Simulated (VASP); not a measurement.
Set up this calculation in VASP 6.6.1, as the native input.

| Item | Value |
| --- | --- |
| Task | single point |
| Functional | PBE |
| Potentials or basis | VASP PAW PBE potentials, release 64 (Sr_sv, Cl) |
| Cutoff | 520 eV |
| k mesh | 8 × 8 × 8 |
| Occupations | fermi-dirac, width 0.02 eV |
| Spin | no spin polarisation |
| Dipole correction | no |
| Further INCAR settings | ALGO = Normal; EDIFF = 1e-07; NBANDS = 19 |

The structure of SrCl2 lies in POSCAR:

```
SrCl2
1.0
    2.0857437514      1.2042047163      6.0055989788
   -2.0857437514      1.2042047163      6.0055989788
    0.0000000000     -2.4084094327      6.0055989788
Sr Cl
1 2
Direct
    0.0002757926      0.0002757926      0.0002757926
    0.4242884500      0.4242884500      0.4242884500
    0.2421024240      0.2421024240      0.2421024240
```

This cell differs from its parent crystal: uniaxial z strain -2.1%.

One way to write it, as run:

INCAR

```
  PREC = Accurate
  ENCUT = 520
  EDIFF = 1E-7
  ISMEAR = -1
  SIGMA = 0.02
  LREAL = F
  LASPH = T
  NELM = 80
  ALGO = Normal
  ISIF = 2
  LWAVE = F
  LCHARG = T
  GGA = PE
  LELF = T
  LVHAR = T
  NBANDS = 19
```

KPOINTS

```
Automatic mesh
0
Gamma
  8 8 8
```

Potentials or basis: VASP PAW PBE potentials, release 64 (Sr_sv, Cl).

Launch:

```bash
$ cat potpaw_PBE.64/Sr_sv/POTCAR potpaw_PBE.64/Cl/POTCAR > POTCAR
$ mpirun -np 1 vasp_std > vasp.out
```

Results of the run:

```
Pressure               : 1.6 GPa
Largest force          : 0.008 eV/Å
Band gap on the k mesh : 4.30 eV
```

Caveat: the cell differs from its parent crystal (uniaxial z strain -2.1%).

Run time: 5.3 min on 1 thread of Intel Xeon 8259CL, on a shared host, peak memory 0.38 GiB.
